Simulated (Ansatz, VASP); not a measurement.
**Two plane-wave programs on SrO**

```
Sr O
1.0
     3.54726    0.00000    0.00000
    -1.77363    3.07202    0.00000
     0.00000    0.00000    6.19081
Sr O
2 2
Direct
  0.33333 0.66667 0.25433
  0.66667 0.33333 0.75433
  0.00000 0.00000 0.97629
  0.00000 0.00000 0.47629
```

Change from the starting cell: mode 8 frozen in at -0.148 Å, equal normal strain along x, y and z -0.0083.

Alike in both runs: task single point; functional PBE; k mesh 9 × 9 × 4; occupations gaussian, width 0.05 eV; no spin polarisation.

```csv
,VASP,Ansatz
version,VASP 6.6.1,Ansatz 0.2.0
potentials or method,"VASP PAW PBE potentials, release 64 (Sr_sv, O), cutoff 520 eV","scalar-relativistic, plane waves, PAW"
valence electrons in the cell,32,32
```

Ansatz gave:

| Quantity | Value |
| --- | --- |
| gap on the k mesh at the Fermi level (eV) | 3.25 |
| least direct gap on the mesh (eV) | 3.25 |
| pressure (GPa) | 3.1 |
| traceless stress, the component that is largest in VASP (GPa) | 0.19 |
| rms of the force components (eV/Å) | 0.244 |

Problem. What did VASP give for the same quantities?

Solution. gap on the k mesh at the Fermi level (eV): 3.25; least direct gap on the mesh (eV): 3.25; pressure (GPa): 3.7; traceless stress, the component that is largest in VASP (GPa): 0.16; rms of the force components (eV/Å): 0.261.

Atom by atom the forces differ by 0.016 eV/Å (rms over components).
